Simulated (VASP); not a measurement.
Set up this calculation in VASP 6.6.1, as the native input.

* Task: single point
* Functional: PBE
* Potentials or basis: VASP PAW PBE potentials, release 64 (C, Si)
* Cutoff: 520 eV
* k mesh: 10 × 10 × 6
* Occupations: fermi-dirac, width 0.02 eV
* Spin: no spin polarisation
* Dipole correction: no
* Further INCAR settings: ALGO = Normal; EDIFF = 1e-06; NBANDS = 16

The structure of SiC3 lies in POSCAR:

```
SiC3
1.0
    2.8201700932      0.0000000000      0.0000000000
    0.0000000000      2.8201700932      0.0000000000
    0.0000000000      0.0000000000      4.1248089712
C Si
3 1
Direct
    0.5000000000      0.0000000000      0.7855225778
    0.5000000000      0.5000000000      0.0000000000
    0.0000000000      0.5000000000      0.2144774222
    0.0000000000      0.0000000000      0.5000000000
```

This cell differs from its parent crystal: strain +0.9%.

The input as run:

INCAR

```
  PREC = Accurate
  ENCUT = 520
  EDIFF = 1E-6
  ISMEAR = -1
  SIGMA = 0.02
  LREAL = False
  LASPH = True
  NELM = 100
  ALGO = Normal
  ISIF = 2
  LWAVE = False
  LCHARG = False
  GGA = PE
  NBANDS = 16
```

KPOINTS

```
regular mesh
0
Gamma
  10 10 6
```

Potentials or basis: VASP PAW PBE potentials, release 64 (C, Si).

Launch:

```sh
$ cat potpaw_PBE.64/C/POTCAR potpaw_PBE.64/Si/POTCAR > POTCAR
$ mpirun -np 1 vasp_std > vasp.out
```

It gave:

```
Pressure               : -3.7 GPa
Largest force          : 0.316 eV/Å
Band gap on the k mesh : 1.44 eV (least direct gap 1.88 eV)
```

Caveat: the cell differs from its parent crystal (strain +0.9%); the cell stands under tension.

Run time: 29 s on 1 thread of Intel Xeon 6455B (shared host), peak memory 0.16 GiB.
